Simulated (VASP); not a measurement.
Set up this calculation in VASP 6.6.1, as the native input.

```yaml
Task: single point
Functional: PBEsol
Dispersion: D3(BJ)
Potentials_or_basis: VASP PAW PBE potentials, release 64 (Te, Mo_sv, H)
Cutoff: 400 eV
k_mesh: 9 × 9 × 2
Occupations: gaussian, width 0.05 eV
Spin: no spin polarisation
Dipole_correction: no
Further_INCAR_settings: ALGO = Normal; EDIFF = 1e-06; NBANDS = 50
```

The structure of Te6Mo3H (a cell with a defect) lies in POSCAR:

```
Te6Mo3H
1.0
    3.4334342720      0.0000000000      0.0000000000
   -1.7167171360      2.9734413017      0.0000000000
    0.0000000000      0.0000000000     20.7704294686
Te Mo H
6 3 1
Direct
    0.0000000000      0.0000000000      0.9125759363
    0.3333333333      0.6666666667      0.5917818730
    0.3333333333      0.6666666667      0.2333053354
    0.3333333333      0.6666666667      0.7666946646
    0.3333333333      0.6666666667      0.4082181270
    0.0000000000      0.0000000000      0.0874240637
    0.0000000000      0.0000000000      0.6791511892
    0.0000000000      0.0000000000      0.3208488108
    0.3333333333      0.6666666667      0.0000000000
    0.1143568367      0.3905117517      0.3356769680
```

These files were run (other wordings do the same):

INCAR

```
ALGO = Normal
EDIFF = 1E-6
ENCUT = 400
GGA = PS
GGA_COMPAT = F
ISIF = 2
ISMEAR = 0
IVDW = 12
LASPH = T
LCHARG = F
LREAL = F
LWAVE = F
NBANDS = 50
NELM = 120
PREC = Accurate
SIGMA = 0.05
```

KPOINTS

```
k-points
0
Gamma
  9 9 2
```

Potentials or basis: VASP PAW PBE potentials, release 64 (Te, Mo_sv, H).

Launch:

```sh
$ cat potpaw_PBE.64/Te/POTCAR potpaw_PBE.64/Mo_sv/POTCAR potpaw_PBE.64/H/POTCAR > POTCAR
$ mpirun -np 1 vasp_std > vasp.out
```

It gave:

| Property | Result |
| --- | --- |
| Pressure | 7.8 GPa |
| Largest force | 14.902 eV/Å |
| Band gap on the k mesh | zero (an odd number of electrons rules out a gap without spin polarisation) |
| Dispersion energy per atom | -0.504 eV |

Caveat: atoms lie so close that the PAW spheres overlap strongly, which falsifies energies and pressures; the PAW data sets were made with another functional, which shifts forces and pressure a little; spin-orbit coupling is left out, which moves the levels of the heavy elements.

Run time: 12 min on 1 thread of AMD EPYC 9R45 96-Core Processor (Zen 5), with other jobs on the host, peak memory 0.57 GiB.
